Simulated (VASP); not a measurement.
# WSe2 in VASP: single point with PBE

Aim: the single point of WSe2 with PBE.

Program: VASP 6.6.1. These are calculated values, not measurements. Logs are shortened: lines on timing, memory, paths and dates and some standing lists are left out, and cuts for length are marked.

## 1. The cell of the first run

The cell holds a slab with vacuum, 3 atoms: a = 3.318 Å, b = 3.318 Å, c = 16.325 Å, α = 90.00°, β = 90.00°, γ = 120.00°.

## 2. Single point, PBE

Contents of INCAR:

```
SYSTEM = WSe2
ALGO = Normal ; EDIFF = 1E-6
ENCUT = 520 ; GGA = PE
ISIF = 2 ; ISMEAR = 0
LASPH = .TRUE. ; LCHARG = .FALSE.
LREAL = .FALSE. ; LWAVE = .FALSE.
NBANDS = 20 ; NELM = 60
PREC = Accurate ; SIGMA = 0.05
```

Contents of KPOINTS:

```
k-points
0
G
  24 24 1
  0 0 0
```

Contents of POSCAR:

```
WSe2
1.0
    3.3178532700      0.0000000000      0.0000000000
   -1.6589266300      2.8733452200      0.0000000000
    0.0000000000      0.0000000000     16.3252245500
W Se
1 2
Direct
    0.0000000000      0.0000000000      0.5000000000
    0.3333333300      0.6666666700      0.6018745900
    0.3333333300      0.6666666700      0.3981254100
```

Potentials or basis: VASP PAW PBE potentials, release 64 (W_sv, Se).

Run with:

```console
$ cat potpaw_PBE.64/W_sv/POTCAR potpaw_PBE.64/Se/POTCAR > POTCAR
$ mpirun -np 1 vasp_std > vasp.out
```

OUTCAR:

```text
SYSTEM = WSe2
   EDIFF = 1E-6
   ENCUT = 520
   GGA = PE
   ISIF = 2
   ISMEAR = 0
   LASPH = .TRUE.
   LREAL = .FALSE.
   NELM = 60
   PREC = Accurate

 ion  position               nearest neighbor table
   1  0.000  0.000  0.500-   2 2.54   3 2.54   2 2.54   3 2.54   2 2.54   3 2.54
   2  0.333  0.667  0.602-   1 2.54   1 2.54   1 2.54
   3  0.333  0.667  0.398-   1 2.54   1 2.54   1 2.54

  LATTYP: Found a hexagonal cell.
 ALAT       =     3.3178532700
 C/A-ratio  =     4.9204178791

  Lattice vectors:

 A1 = (   3.3178532700,   0.0000000000,   0.0000000000)
 A2 = (  -1.6589266300,   2.8733452200,   0.0000000000)
 A3 = (   0.0000000000,   0.0000000000,  16.3252245500)

Analysis of symmetry for initial positions (statically):
=====================================================================
 Subroutine PRICEL returns:
 Original cell was already a primitive cell.

 Routine SETGRP: Setting up the symmetry group for a
 hexagonal supercell.

 Subroutine GETGRP returns: Found 12 space group operations
 (whereof 12 operations were pure point group operations)
 out of a pool of 24 trial point group operations.

The static configuration has the point symmetry D_3h.

Analysis of symmetry for dynamics (positions and initial velocities):
=====================================================================
 Subroutine PRICEL returns:
 Original cell was already a primitive cell.

 Routine SETGRP: Setting up the symmetry group for a
 hexagonal supercell.

 Subroutine GETGRP returns: Found 12 space group operations
 (whereof 12 operations were pure point group operations)
 out of a pool of 24 trial point group operations.

The dynamic configuration has the point symmetry D_3h.

 Subroutine INISYM returns: Found 12 space group operations
 (whereof 12 operations are pure point group operations),
 and found     1 'primitive' translations

----------------------------------------------------------------------------------------

                                     Primitive cell

  volume of cell :     155.6339

  direct lattice vectors                    reciprocal lattice vectors
     3.317853270  0.000000000  0.000000000     0.301399706  0.174013201  0.000000000
    -1.658926630  2.873345220  0.000000000     0.000000000  0.348026402  0.000000000
     0.000000000  0.000000000 16.325224550     0.000000000  0.000000000  0.061254900

  length of vectors
     3.317853270  3.317853269 16.325224550     0.348026402  0.348026402  0.061254900

  position of ions in fractional coordinates (direct lattice)
     0.000000000  0.000000000  0.500000000
[... 81 lines left out ...]
   LREAL  =      F    real-space projection
   EDIFFG = 0.1E-04   stopping-criterion for IOM
   NSW    =      0    number of steps for IOM
   IBRION =     -1    ionic relax: 0-MD 1-quasi-New 2-CG
   NFREE  =      0    steps in history (QN), initial steepest desc. (CG)
   ISIF   =      2    stress and relaxation
   ISYM   =      2    0-nonsym 1-usesym 2-fastsym
   POTIM  = 0.5000    time-step for ionic-motion
   TEBEG  =    0.0;   TEEND  =   0.0 temperature during run
   PSTRESS=    0.0 pullay stress
   NELECT =      26.0000    total number of electrons
   NUPDOWN=      -1.0000    fix difference up-down
   EMIN   =  10.00;   EMAX   =-10.00  energy-range for DOS
   EFERMI =   0.00;   METHOD = LEGACY
   ISMEAR =     0;   SIGMA  =   0.05  broadening in eV -4-tet -1-fermi 0-gaus
   EFERMI_NEDOS =   21; number of points for ismear=-14 and -15
   IALGO  =     38    algorithm
   IMIX   =      4    mixing-type and parameters
     AMIX     =   0.40;   BMIX     =  1.00
     AMIX_MAG =   1.60;   BMIX_MAG =  1.00
  volume/ion in A,a.u.               =      51.88       350.09
  Fermi-wavevector in a.u.,A,eV,Ry     =   0.901636  1.703845 11.060821  0.812947
  Thomas-Fermi vector in A             =   2.024741
   LORBIT       =      0    0 simple, 1 ext, 2 COOP (PROOUT), +10 PAW based schemes
   GGA     = PE    functional components
   LHFCALC =     F    Hartree Fock is set to
   AEXX    =    0.0000 exact exchange contribution
   IVDW    =     0    specifies the selected vdW correction
   LEPSILON=     F    determine dielectric tensor
   LRPA    =     F    only Hartree local field effects (RPA)
 non-spin polarized calculation
 Gauss-broadening in eV      SIGMA  =   0.05
  energy-cutoff  :      520.00
  volume of cell :      155.63
 maximum number of plane-waves:      4225
 NGX is ok and might be reduce to    28
   NGX = 13   NGY = 13   NGZ = 61

 number of electron      26.0000003 magnetization

 Free energy of the ion-electron system (eV)
  ---------------------------------------------------
  ext. energy  EPLUGINS =         0.00000000
  ---------------------------------------------------
  free energy    TOTEN  =       -21.61728335 eV

  energy without entropy =      -21.61728335  energy(sigma->0) =      -21.61728335

 E-fermi :  -0.3887     XC(G=0):  -4.8708

 val. band max:       -0.7933737478   @ k =   0.3333   0.3333   0.0000
 cond. band min:       0.7306572614   @ k =   0.3333   0.3333   0.0000
 fundamental gap:      1.5240310092
 Fermi energy:        -0.3886807492

 k-point     1 :       0.0000    0.0000    0.0000
  band No.  band energies     occupation
      1     -74.8448      2.00000
      2     -39.0711      2.00000
      3     -38.9719      2.00000
      4     -38.9719      2.00000
      5     -15.5323      2.00000
      6     -14.2450      2.00000
[... 541 lines left out ...]
     19       6.3701      0.00000
     20       6.4623      0.00000

 [... further k-points ...]

------------------------ aborting loop because EDIFF is reached ----------------------------------------

  FORCE on cell =-STRESS in cart. coord.  units (eV):
  Direction    XX          YY          ZZ          XY          YZ          ZX
  --------------------------------------------------------------------------------------
  -------------------------------------------------------------------------------------
  Total        0.5034352      0.5034352      1.0661958      0.0000000      0.0000000      0.0000000
  in kB        5.1826272      5.1826272     10.9759827      0.0000000      0.0000000      0.0000000
  external PRESSURE =       7.1137457 kB  Pullay stress =       0.0000000 kB

 VOLUME and BASIS-vectors are now :
 -----------------------------------------------------------------------------
  energy-cutoff  :      520.00
  volume of cell :      155.63
      direct lattice vectors                 reciprocal lattice vectors
     3.317853270  0.000000000  0.000000000     0.301399706  0.174013201  0.000000000
    -1.658926630  2.873345220  0.000000000     0.000000000  0.348026402  0.000000000
     0.000000000  0.000000000 16.325224550     0.000000000  0.000000000  0.061254900

 POSITION                                       TOTAL-FORCE (eV/Angst)
 -----------------------------------------------------------------------------------
      0.00000      0.00000      8.16261         0.000000      0.000000      0.000000
     -0.00000      1.91556      9.82574        -0.000000     -0.000000      0.323923
     -0.00000      1.91556      6.49949        -0.000000     -0.000000     -0.323923
 -----------------------------------------------------------------------------------
    total drift:                                0.000011     -0.000006     -0.000000

  FREE ENERGIE OF THE ION-ELECTRON SYSTEM (eV)
  ---------------------------------------------------
  free  energy   TOTEN  =       -21.6172833540 eV

  energy  without entropy=      -21.6172833540  energy(sigma->0) =      -21.61728335
```

It took 6.2 min on 1 thread of Intel Xeon Platinum 8259CL at 2.50GHz (Skylake/Cascade Lake), shared host; peak memory 0.38 GiB.

Results:

| Item | Value |
| --- | --- |
| Free energy | -21.6173 eV |
| Largest force | 0.324 eV/Å |
| Band gap on the k mesh | 1.52 eV |

Forces on the atoms (eV/Å):
```
W    0.000  0.000  0.000
Se   0.000  0.000  0.324
Se   0.000  0.000 -0.324
```

Caveat: there is no dipole correction, which matters where the two faces differ; spin-orbit coupling is left out, which moves the levels of the heavy elements.
